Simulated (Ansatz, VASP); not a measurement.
# Cr2CuO4: VASP beside Ansatz

INCAR

```
SYSTEM = Cr2CuO4
  ALGO = Normal
  EDIFF = 1E-7
  ENCUT = 520
  GGA = PS
  ISIF = 2
  ISMEAR = 1
  LASPH = .True.
  LCHARG = .False.
  LDAU = .True.
  LDAUJ = 0 0 0
  LDAUL = 2 2 -1
  LDAUPRINT = 1
  LDAUTYPE = 2
  LDAUU = 5.47 3.22 0
  LMAXMIX = 4
  LREAL = .False.
  LWAVE = .False.
  NBANDS = 72
  NELM = 150
  PREC = Accurate
  SIGMA = 0.0143
```

Contents of KPOINTS:

```
k-points
0
Gamma
  6 6 6
  0 0 0
```

File POSCAR:

```
Cr2CuO4
1.0
   -3.0158242800      3.0158242800      3.8928178400
    3.0158242800     -3.0158242800      3.8928178400
    3.0158242800      3.0158242800     -3.8928178400
Cu Cr O
2 4 8
Direct
    0.1250000000      0.8750000000      0.2500000000
    0.8750000000      0.1250000000      0.7500000000
    0.0000000000      0.5000000000      0.5000000000
    0.5000000000      0.5000000000      0.5000000000
    0.5000000000      0.5000000000      0.0000000000
    0.5000000000      0.0000000000      0.0000000000
    0.7152000000      0.2480000000      0.4672000000
    0.2480000000      0.2808000000      0.5328000000
    0.2808000000      0.2480000000      0.0328000000
    0.2480000000      0.7152000000      0.9672000000
    0.2848000000      0.7520000000      0.5328000000
    0.7520000000      0.2848000000      0.0328000000
    0.7192000000      0.7520000000      0.9672000000
    0.7520000000      0.7192000000      0.4672000000
```

Input for Ansatz:

```yaml
crystal:
  lattice:
    - [-3.01582428, 3.01582428, 3.89281784]
    - [3.01582428, -3.01582428, 3.89281784]
    - [3.01582428, 3.01582428, -3.89281784]
  atoms:
    - { symbol: Cu, position: [0.125, 0.875, 0.25] }
    - { symbol: Cu, position: [0.875, 0.125, 0.75] }
    - { symbol: Cr, position: [0.0, 0.5, 0.5] }
    - { symbol: Cr, position: [0.5, 0.5, 0.5] }
    - { symbol: Cr, position: [0.5, 0.5, 0.0] }
    - { symbol: Cr, position: [0.5, 0.0, 0.0] }
    - { symbol: O, position: [0.7152, 0.248, 0.4672] }
    - { symbol: O, position: [0.248, 0.2808, 0.5328] }
    - { symbol: O, position: [0.2808, 0.248, 0.0328] }
    - { symbol: O, position: [0.248, 0.7152, 0.9672] }
    - { symbol: O, position: [0.2848, 0.752, 0.5328] }
    - { symbol: O, position: [0.752, 0.2848, 0.0328] }
    - { symbol: O, position: [0.7192, 0.752, 0.9672] }
    - { symbol: O, position: [0.752, 0.7192, 0.4672] }
  symmetry: { tolerance: 0.0003 }
kpoints:
  mp_grid: { grid: [6, 6, 6], shift: [0, 0, 0] }
  band_path:
    path:
      - [0.0, 0.0, 0.0]
      - [0.0, 0.0, 0.5]
      - [0.25, 0.25, 0.25]
      - [0.0, 0.5, 0.0]
      - [0.0, 0.0, 0.0]
      - [0.5, 0.5, -0.5]
      - [0.40004582, 0.59995418, -0.40004582]
      - [-0.40004582, 0.40004582, 0.40004582]
      - [0.0, 0.0, 0.0]
      - [0.0, 0.0, 0.5]
      - [-0.30009165, 0.30009165, 0.5]
    npoints: 6
magnetization:
  spin_polarized: false
scf:
  occupations: { method: cold, width: 0.0143 }
  lower_state_search: "off"
  max_iter: 200
hamiltonian:
  pseudopotentials: { kind: paw }
  xc: pbesol
  hubbard:
    projectors: all-electron-ortho-atomic
    sites:
      - { species: Cr, l: d, u_eff: 3.22 }
      - { species: Cu, l: d, u_eff: 5.47 }
basis:
  ecutwfc: 420
  fft_grid_basis: typed
output:
  forces: true
  stress: true
  eigenvalues: true
  bader: true
  populations: true
  elf: true
  write_potential: true
  volumetric_format: npy
  dos:
    e_range: [-12, 8]
    de: 0.05
    projected: { site_lists: { Cr: [Cr], Cu: [Cu], O: [O] } }
checkpoint:
  read: saved_state
```

Alike in both runs: task single point; functional PBEsol; k mesh 6 × 6 × 6; no spin polarisation; Hubbard terms Cr d U = 3.22 eV, Cu d U = 5.47 eV.

```csv
,VASP,Ansatz
version,VASP 6.6.1,Ansatz 0.2.0
potentials or method,"VASP PAW PBE potentials, release 64 (Cu, Cr_pv, O), cutoff 520 eV",PAW plane waves
occupations,"methfessel-paxton of order 1, width 0.0143 eV","cold, width 0.0143 eV"
valence electrons in the cell,118,142
```

|  | VASP | Ansatz | Ansatz less VASP |
| --- | --- | --- | --- |
| pressure (GPa) | -11.2 | -11.4 | -0.21 |
| traceless stress, the component that is largest in VASP (GPa) | -1.79 | -5.36 | -3.568 |
| rms of the force components (eV/Å) | 0.343 | 0.645 | +0.3016 |

VASP's potentials were made for PBE, not for PBEsol. The programs project onto different local orbitals, so the same U acts differently, and such runs can settle in different states. Atom by atom the forces differ by 0.311 eV/Å (rms over components). VASP's potentials hold 118 valence electrons a cell and Ansatz's 142, so a difference there can come from the potentials and not from the codes. Ansatz's warnings: filled band counts differ across k points.
